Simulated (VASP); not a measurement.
Runs of VASP 6.6.1 on FeCo. It takes space group Pm-3m (No. 221, cubic). The conventional cell has a = 2.857 Å, b = 2.857 Å, c = 2.857 Å, α = 90.00°, β = 90.00°, γ = 90.00°. Within 3.3 Å of Fe (site symmetry m-3m) lie 8 Co at 2.47 Å and 6 Fe at 2.86 Å. Co (site symmetry m-3m) has 8 Fe at 2.47 Å and 6 Co at 2.86 Å within 3.3 Å. 

```csv
smearing,gap on the mesh (eV),pressure (GPa),moment (μB)
methfessel-paxton 0.25 eV,none,-14.7,0.35
methfessel-paxton 0.15 eV,none,(b),0.35
methfessel-paxton 0.05 eV,none,-14.2,0.31
methfessel-paxton 0.025 eV,none,-14.2,0.26
methfessel-paxton 0.1 eV,none,-14.0,(a)
```

Alike in all rows: task single point; level PBE; potentials or basis VASP PAW PBE potentials, release 64 (Fe, Co); spin collinear, ferrimagnetic start; cell as given; k mesh 8 × 8 × 8; cutoff (eV) 600.

Fill in the values left out.

(a) 0.33; (b) -14.6.

Caveats: the cell stands under tension.

A gap of «none» marks levels without a gap at the run's occupations.
